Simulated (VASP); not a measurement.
Write the native input for VASP 6.6.1 that does the following.

| Quantity | Value |
| --- | --- |
| Task | dielectric tensor |
| Functional | PBE exchange alone |
| Potentials or basis | VASP PAW PBE potentials, release 64 (Se, Zn) |
| Cutoff | 400 eV |
| k mesh | 8 × 8 × 8 |
| Occupations | gaussian, width 0.01 eV |
| Spin | no spin polarisation |
| Dipole correction | no |
| Further INCAR settings | ALGO = Normal; EDIFF = 1e-08 |

The structure of ZnSe lies in POSCAR:

```
ZnSe
1.0
    0.0000000000      2.6306668850      2.6306668850
    2.6306668850      0.0000000000      2.6306668850
    2.6306668850      2.6306668850      0.0000000000
Se Zn
1 1
Direct
    0.2500000000      0.2500000000      0.2500000000
    0.0000000000      0.0000000000      0.0000000000
```

The input as run:

INCAR

```
SYSTEM = ZnSe
AGGAC = 0.0
ALDAC = 0.0
ALGO = Normal
EDIFF = 1E-8
ENCUT = 400
GGA = PE
GGA_COMPAT = .FALSE.
ISIF = 2
ISMEAR = 0
LASPH = .TRUE.
LCHARG = .FALSE.
LEPSILON = .TRUE.
LREAL = .FALSE.
LWAVE = .FALSE.
NELM = 120
PREC = Accurate
SIGMA = 0.01
```

KPOINTS

```
k-points
0
G
  8 8 8
  0 0 0
```

Potentials or basis: VASP PAW PBE potentials, release 64 (Se, Zn).

Launch:

```sh
$ cat potpaw_PBE.64/Se/POTCAR potpaw_PBE.64/Zn/POTCAR > POTCAR
$ mpirun -np 1 vasp_std > vasp.out
```

Results of the run:

The band gap on the k mesh is 2.34 eV, the electronic dielectric tensor (diagonal) is 7.06 and the born charges (mean of the diagonal) is Se -1.74; Zn +1.74 e.

It took 120 s on 1 thread of Intel(R) Xeon(R) 6975P-C (Granite Rapids), with other jobs on the host, peak memory 0.21 GiB.
